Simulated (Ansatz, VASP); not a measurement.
## One calculation of FeSi, two programs

INCAR

```
SYSTEM = FeSi
ALGO = Normal
EDIFF = 1E-6
ENCUT = 600
GGA = PE
GGA_COMPAT = .False.
ISIF = 2
ISMEAR = -1
ISPIN = 2
LASPH = .True.
LCHARG = .False.
LMAXMIX = 4
LORBIT = 11
LREAL = .False.
LWAVE = .False.
MAGMOM = 0 0
NBANDS = 17
NELM = 200
PREC = Accurate
SIGMA = 0.1
```

The input KPOINTS:

```
k-points
0
Gamma
  1 1 1
  0 0 0
```

The input POSCAR:

```
FeSi
1.0
    0.0000000000      2.2750000000      2.2750000000
    2.2750000000      0.0000000000      2.2750000000
    2.2750000000      2.2750000000      0.0000000000
Fe Si
1 1
Direct
    0.0000000000      0.0000000000      0.0000000000
    0.5000000000      0.5000000000      0.5000000000
```

Input for Ansatz:

```yaml
crystal:
  lattice:
    - [0, 2.275, 2.275]
    - [2.275, 0, 2.275]
    - [2.275, 2.275, 0]
  atoms:
    - { symbol: Fe, position: [0, 0, 0] }
    - { symbol: Si, position: [0.5, 0.5, 0.5] }
hamiltonian:
  xc: pbe
  pseudopotentials: { kind: paw, source: ansatz }
magnetization:
  spin_polarized: true
kpoints:
  mp_grid: { grid: [1, 1, 1], shift: [0, 0, 0] }
scf:
  occupations: { method: fermi_dirac }
  convergence: { dm_fallback: { after: 1, dr2: "1e-12 eV" } }
```

Alike in both runs: task single point; functional PBE; k mesh 1 × 1 × 1; collinear spin.

|  | VASP | Ansatz |
| --- | --- | --- |
| version | VASP 6.6.1 | Ansatz 0.2 development build |
| potentials or method | VASP PAW PBE potentials, release 64 (Fe, Si) | PAW hard, scalar-relativistic |
| plane-wave cutoff (eV) | 600 | 844 |
| occupations | fermi-dirac, width 0.1 eV | fermi-dirac |

|  | VASP | Ansatz | Ansatz less VASP |
| --- | --- | --- | --- |
| net moment per atom (μB) | 0.00 | 0.00 | 0.000 |

The k mesh is coarse, so the values compare programs but aren't converged.
